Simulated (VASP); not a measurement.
# Na (Im-3m) in VASP: notebook

The runs below take Na through electric field gradients, with PBEsol.

Program: VASP 6.6.1. These are calculated values, not measurements. Logs are shortened: lines on timing, memory, paths and dates and some standing lists are left out, and cuts for length are marked.

### 1 The cell of the first run

The structure is cubic, space group Im-3m (No. 229). The conventional cell has a = 4.221 Å, b = 4.221 Å, c = 4.221 Å, α = 90.00°, β = 90.00°, γ = 90.00°. Within 4.8 Å of Na (site symmetry m-3m) lie 14 Na at 3.66 to 4.22 Å.

### 2 Electric field gradients, PBEsol (volume scaled by 0.99)

File INCAR:

```
SYSTEM = Na
  PREC = Accurate
  ENCUT = 520
  EDIFF = 1E-8
  ISMEAR = -1
  SIGMA = 0.05
  LREAL = .FALSE.
  LASPH = .TRUE.
  NELM = 100
  ALGO = Normal
  ISIF = 2
  LWAVE = .FALSE.
  LCHARG = .FALSE.
  GGA = PS
  LEFG = .TRUE.
  NBANDS = 10
```

File KPOINTS:

```
Automatic mesh
0
G
  12 12 12
  0 0 0
```

File POSCAR:

```
Na
1.0
   -2.1104180073      2.1104180073      2.1104180073
    2.1104180073     -2.1104180073      2.1104180073
    2.1104180073      2.1104180073     -2.1104180073
Na
1
Direct
    0.0000000000      0.0000000000      0.0000000000
```

Potentials or basis: VASP PAW PBE potentials, release 64 (Na_pv).

The run is started by

```
$ cat potpaw_PBE.64/Na_pv/POTCAR > POTCAR
$ mpirun -np 1 vasp_std > vasp.out
```

OUTCAR:

```text
SYSTEM = Na
   PREC = Accurate
   ENCUT = 520
   EDIFF = 1E-8
   ISMEAR = -1
   LREAL = .FALSE.
   LASPH = .TRUE.
   NELM = 100
   ISIF = 2
   GGA = PS

 ion  position               nearest neighbor table
   1  0.000  0.000  0.000-

  LATTYP: Found a body centered cubic cell.
 ALAT       =     4.2208360146

  Lattice vectors:

 A1 = (  -2.1104180073,   2.1104180073,   2.1104180073)
 A2 = (   2.1104180073,  -2.1104180073,   2.1104180073)
 A3 = (   2.1104180073,   2.1104180073,  -2.1104180073)

Analysis of symmetry for initial positions (statically):
=====================================================================
 Subroutine PRICEL returns:
 Original cell was already a primitive cell.

 Routine SETGRP: Setting up the symmetry group for a
 body centered cubic supercell.

 Subroutine GETGRP returns: Found 48 space group operations
 (whereof 48 operations were pure point group operations)
 out of a pool of 48 trial point group operations.

The static configuration has the point symmetry O_h .

Analysis of symmetry for dynamics (positions and initial velocities):
=====================================================================
 Subroutine PRICEL returns:
 Original cell was already a primitive cell.

 Routine SETGRP: Setting up the symmetry group for a
 body centered cubic supercell.

 Subroutine GETGRP returns: Found 48 space group operations
 (whereof 48 operations were pure point group operations)
 out of a pool of 48 trial point group operations.

The dynamic configuration has the point symmetry O_h .

 Subroutine INISYM returns: Found 48 space group operations
 (whereof 48 operations are pure point group operations),
 and found     1 'primitive' translations

----------------------------------------------------------------------------------------

                                     Primitive cell

  volume of cell :      37.5981

  direct lattice vectors                    reciprocal lattice vectors
    -2.110418007  2.110418007  2.110418007     0.000000000  0.236919889  0.236919889
     2.110418007 -2.110418007  2.110418007     0.236919889  0.000000000  0.236919889
     2.110418007  2.110418007 -2.110418007     0.236919889  0.236919889  0.000000000

  length of vectors
     3.655351214  3.655351214  3.655351214     0.335055320  0.335055320  0.335055320

  position of ions in fractional coordinates (direct lattice)
     0.000000000  0.000000000  0.000000000

  ion indices of the primitive-cell ions
   primitive index   ion index
                 1           1

----------------------------------------------------------------------------------------

 KPOINTS: Automatic mesh

Automatic generation of k-mesh.
 Grid dimensions read from file:
 generate k-points for:   12   12   12

 Generating k-lattice:

  Cartesian coordinates                     Fractional coordinates (reciprocal lattice)
     0.000000000  0.019743324  0.019743324     0.083333333  0.000000000  0.000000000
     0.019743324  0.000000000  0.019743324     0.000000000  0.083333333  0.000000000
     0.019743324  0.019743324  0.000000000     0.000000000  0.000000000  0.083333333

  Length of vectors
     0.027921277  0.027921277  0.027921277

  Shift w.r.t. Gamma in fractional coordinates (k-lattice)
     0.000000000  0.000000000  0.000000000

 Subroutine IBZKPT returns following result:
 ===========================================

 Found     72 irreducible k-points:

 Following reciprocal coordinates:
            Coordinates               Weight
  0.000000  0.000000  0.000000      1.000000
  0.083333  0.000000  0.000000     12.000000
  0.166667  0.000000  0.000000     12.000000
  0.250000  0.000000  0.000000     12.000000
  0.333333  0.000000  0.000000     12.000000
  0.416667  0.000000  0.000000     12.000000
[... 16 lines left out ...]
  0.333333  0.083333  0.083333     24.000000
  0.416667  0.083333  0.083333     12.000000
 [... further k-points ...]
   k-points           NKPTS =     72   k-points in BZ     NKDIM =     72   number of bands    NBANDS=     10
   number of dos      NEDOS =    301   number of ions     NIONS =      1
   total plane-waves  NPLWV =  21952
   dimension x,y,z NGX =    28 NGY =   28 NGZ =   28
   dimension x,y,z NGXF=    56 NGYF=   56 NGZF=   56
   ions per type =               1
   NGX,Y,Z   is equivalent  to a cutoff of  12.73, 12.73, 12.73 a.u.
   NGXF,Y,Z  is equivalent  to a cutoff of  25.47, 25.47, 25.47 a.u.
 SYSTEM =  Na
   PREC   = accura    normal or accurate (medium, high low for compatibility)
   ISTART =      0    job   : 0-new  1-cont  2-samecut
   ICHARG =      2    charge: 1-file 2-atom 10-const
   ISPIN  =      1    spin polarized calculation?
   LNONCOLLINEAR =      F non collinear calculations
   LSORBIT =      F    spin-orbit coupling
   LASPH  =      T    aspherical Exc in radial PAW
   ENCUT  =  520.0 eV  38.22 Ry    6.18 a.u.   6.80  6.80  6.80*2*pi/ulx,y,z
   NELM   =    100;   NELMIN=  2; NELMDL= -5     # of ELM steps
   EDIFF  = 0.1E-07   stopping-criterion for ELM
   LREAL  =      F    real-space projection
   EDIFFG = 0.1E-06   stopping-criterion for IOM
   NSW    =      0    number of steps for IOM
   IBRION =     -1    ionic relax: 0-MD 1-quasi-New 2-CG
   NFREE  =      0    steps in history (QN), initial steepest desc. (CG)
   ISIF   =      2    stress and relaxation
   ISYM   =      2    0-nonsym 1-usesym 2-fastsym
   POTIM  = 0.5000    time-step for ionic-motion
   TEBEG  =    0.0;   TEEND  =   0.0 temperature during run
   PSTRESS=    0.0 pullay stress
   NELECT =       7.0000    total number of electrons
   NUPDOWN=      -1.0000    fix difference up-down
   EMIN   =  10.00;   EMAX   =-10.00  energy-range for DOS
   EFERMI =   0.00;   METHOD = LEGACY
   ISMEAR =    -1;   SIGMA  =   0.05  broadening in eV -4-tet -1-fermi 0-gaus
   EFERMI_NEDOS =   21; number of points for ismear=-14 and -15
   IALGO  =     38    algorithm
   IMIX   =      4    mixing-type and parameters
     AMIX     =   0.40;   BMIX     =  1.00
     AMIX_MAG =   1.60;   BMIX_MAG =  1.00
  volume/ion in A,a.u.               =      37.60       253.72
  Fermi-wavevector in a.u.,A,eV,Ry     =   0.934801  1.766517 11.889483  0.873852
  Thomas-Fermi vector in A             =   2.061643
   LORBIT       =      0    0 simple, 1 ext, 2 COOP (PROOUT), +10 PAW based schemes
   GGA     = PS    functional components
   LHFCALC =     F    Hartree Fock is set to
   AEXX    =    0.0000 exact exchange contribution
   IVDW    =     0    specifies the selected vdW correction
   LEPSILON=     F    determine dielectric tensor
   LRPA    =     F    only Hartree local field effects (RPA)
 non-spin polarized calculation
  energy-cutoff  :      520.00
  volume of cell :       37.60
 maximum number of plane-waves:      1048
   NGX = 13   NGY = 13   NGZ = 13

 number of electron       7.0000010 magnetization

 Free energy of the ion-electron system (eV)
  ---------------------------------------------------
  ext. energy  EPLUGINS =         0.00000000
  ---------------------------------------------------
  free energy    TOTEN  =        -1.39849622 eV

  energy without entropy =       -1.39310683  energy(sigma->0) =       -1.39580152

 E-fermi :   0.2294     XC(G=0):  -6.4639

 val. band max:        0.1932558938   @ k =  -0.3333   0.4167   0.1667
 cond. band min:       0.3038771052   @ k =   0.3333   0.1667   0.0000
 fundamental gap:      0.1106212115
 Fermi energy:         0.2293808413

 k-point     1 :       0.0000    0.0000    0.0000
  band No.  band energies     occupation
      1     -24.5307      2.00000
      2     -24.5307      2.00000
      3     -24.5307      2.00000
      4      -2.9818      2.00000
      5      11.9069      0.00000
      6      11.9069      0.00000
      7      11.9069      0.00000
      8      12.9029      0.00000
      9      12.9029      0.00000
     10      13.4390      0.00000

 k-point     2 :       0.0833    0.0000    0.0000
  band No.  band energies     occupation
      1     -24.5330      2.00000
      2     -24.5315      2.00000
      3     -24.5307      2.00000
      4      -2.8606      2.00000
      5      10.4133      0.00000
      6      11.1892      0.00000
      7      11.4529      0.00000
      8      12.0271      0.00000
      9      12.3394      0.00000
     10      13.7611      0.00000
[... 274 lines left out ...]
 k-point    24 :       0.4167    0.0833    0.0833
  band No.  band energies     occupation
      1     -24.5626      2.00000
      2     -24.5436      2.00000
      3     -24.5328      2.00000
      4       1.2251      0.00000
      5       1.7066      0.00000
      6       6.4347      0.00000
      7       7.5186      0.00000
      8      11.8732      0.00000
      9      12.6614      0.00000
     10      16.5129      0.00000

 [... further k-points ...]
[... 5 lines left out ...]
  --------------------------------------------------------------------------------------
  -------------------------------------------------------------------------------------
  Total       -0.0595941     -0.0595941     -0.0595941      0.0000000     -0.0000000      0.0000000
  in kB       -2.5394998     -2.5394998     -2.5394998      0.0000000     -0.0000000      0.0000000
  external PRESSURE =      -2.5394998 kB  Pullay stress =       0.0000000 kB

 VOLUME and BASIS-vectors are now :
 -----------------------------------------------------------------------------
  energy-cutoff  :      520.00
  volume of cell :       37.60
      direct lattice vectors                 reciprocal lattice vectors
    -2.110418007  2.110418007  2.110418007     0.000000000  0.236919889  0.236919889
     2.110418007 -2.110418007  2.110418007     0.236919889  0.000000000  0.236919889
     2.110418007  2.110418007 -2.110418007     0.236919889  0.236919889  0.000000000

 POSITION                                       TOTAL-FORCE (eV/Angst)
 -----------------------------------------------------------------------------------
      0.00000      0.00000      0.00000        -0.000000      0.000000      0.000000
 -----------------------------------------------------------------------------------
    total drift:                               -0.000000     -0.000000     -0.000000

  FREE ENERGIE OF THE ION-ELECTRON SYSTEM (eV)
  ---------------------------------------------------
  free  energy   TOTEN  =        -1.3984962202 eV

  energy  without entropy=       -1.3931068262  energy(sigma->0) =       -1.39580152

 Electric field gradients (V/A^2)
---------------------------------------------------------------------
 ion       V_xx      V_yy      V_zz      V_xy      V_xz      V_yz
---------------------------------------------------------------------
   1      -0.000    -0.000     0.000    -0.004    -0.004    -0.004
---------------------------------------------------------------------

 Electric field gradients after diagonalization (V/A^2)
 (convention: |V_zz| > |V_xx| > |V_yy|)
----------------------------------------------------------------------
 ion       V_xx      V_yy      V_zz     asymmetry (V_yy - V_xx)/ V_zz
----------------------------------------------------------------------
   1       0.004     0.004    -0.009       0.000
----------------------------------------------------------------------

           NMR quadrupolar parameters

 Cq : quadrupolar parameter    Cq=e*Q*V_zz/h
 eta: asymmetry parameters     (V_yy - V_xx)/ V_zz
 Q  : nuclear electric quadrupole moment in mb (millibarn)
----------------------------------------------------------------------
 ion       Cq(MHz)       eta       Q (mb)
----------------------------------------------------------------------
   1      -0.000       0.000       1.000
----------------------------------------------------------------------
```

It took 12 s on 1 thread of Intel Xeon 6975P-C, shared host; peak memory 0.16 GiB.

Results:

```
Free energy : -1.3985 eV
Pressure    : -0.3 GPa
```

Caveat: the cell differs from its parent crystal (volume scaled by 0.99); without QUAD_EFG the Cq values of the log hold for a quadrupole moment of 1 mb, not for the nuclei; the PAW data sets were made with another functional, which shifts forces and pressure a little.

### 3 Electric field gradients, PBEsol

This run uses another cell than the first one, of 37.98 Å³/atom, 1.010 times its volume.

File INCAR:

```
SYSTEM = Na
PREC = Accurate
ENCUT = 520
EDIFF = 1E-8
ISMEAR = -1
SIGMA = 0.05
LREAL = .FALSE.
LASPH = .TRUE.
NELM = 80
ALGO = Normal
ISIF = 2
LWAVE = .FALSE.
LCHARG = .FALSE.
GGA = PS
LEFG = .TRUE.
NBANDS = 10
```

KPOINTS is that of step 2.

File POSCAR:

```
Na
1.0
   -2.1175000000      2.1175000000      2.1175000000
    2.1175000000     -2.1175000000      2.1175000000
    2.1175000000      2.1175000000     -2.1175000000
Na
1
Direct
    0.0000000000      0.0000000000      0.0000000000
```

Potentials or basis: VASP PAW PBE potentials, release 64 (Na_pv).

The run is started by

```
$ cat potpaw_PBE.64/Na_pv/POTCAR > POTCAR
$ mpirun -np 1 vasp_std > vasp.out
```

OUTCAR:

```text
SYSTEM = Na
   PREC = Accurate
   ENCUT = 520
   EDIFF = 1E-8
   ISMEAR = -1
   LREAL = .FALSE.
   LASPH = .TRUE.
   NELM = 80
   ISIF = 2
   GGA = PS

 ion  position               nearest neighbor table
   1  0.000  0.000  0.000-

  LATTYP: Found a body centered cubic cell.
 ALAT       =     4.2350000000

  Lattice vectors:

 A1 = (  -2.1175000000,   2.1175000000,   2.1175000000)
 A2 = (   2.1175000000,  -2.1175000000,   2.1175000000)
 A3 = (   2.1175000000,   2.1175000000,  -2.1175000000)

[... 515 lines left out ...]
    total drift:                               -0.000000     -0.000000     -0.000000

  FREE ENERGIE OF THE ION-ELECTRON SYSTEM (eV)
  ---------------------------------------------------
  free  energy   TOTEN  =        -1.3978260458 eV

  energy  without entropy=       -1.3924176476  energy(sigma->0) =       -1.39512185

 Electric field gradients (V/A^2)
---------------------------------------------------------------------
 ion       V_xx      V_yy      V_zz      V_xy      V_xz      V_yz
---------------------------------------------------------------------
   1      -0.000     0.000     0.000    -0.004    -0.004    -0.004
---------------------------------------------------------------------

 Electric field gradients after diagonalization (V/A^2)
 (convention: |V_zz| > |V_xx| > |V_yy|)
----------------------------------------------------------------------
 ion       V_xx      V_yy      V_zz     asymmetry (V_yy - V_xx)/ V_zz
----------------------------------------------------------------------
   1       0.004     0.004    -0.008       0.000
----------------------------------------------------------------------

           NMR quadrupolar parameters

 Cq : quadrupolar parameter    Cq=e*Q*V_zz/h
 eta: asymmetry parameters     (V_yy - V_xx)/ V_zz
 Q  : nuclear electric quadrupole moment in mb (millibarn)
----------------------------------------------------------------------
 ion       Cq(MHz)       eta       Q (mb)
----------------------------------------------------------------------
   1      -0.000       0.000       1.000
----------------------------------------------------------------------
```

Wall time 13 s (1 thread of Intel Xeon 6975P-C, shared host); peak memory 0.16 GiB.

What came out:

* Free energy: -1.3978 eV
* Pressure: -0.3 GPa

Caveat: without QUAD_EFG the Cq values of the log hold for a quadrupole moment of 1 mb, not for the nuclei; the PAW data sets were made with another functional, which shifts forces and pressure a little.

[end of part 1 of 2]
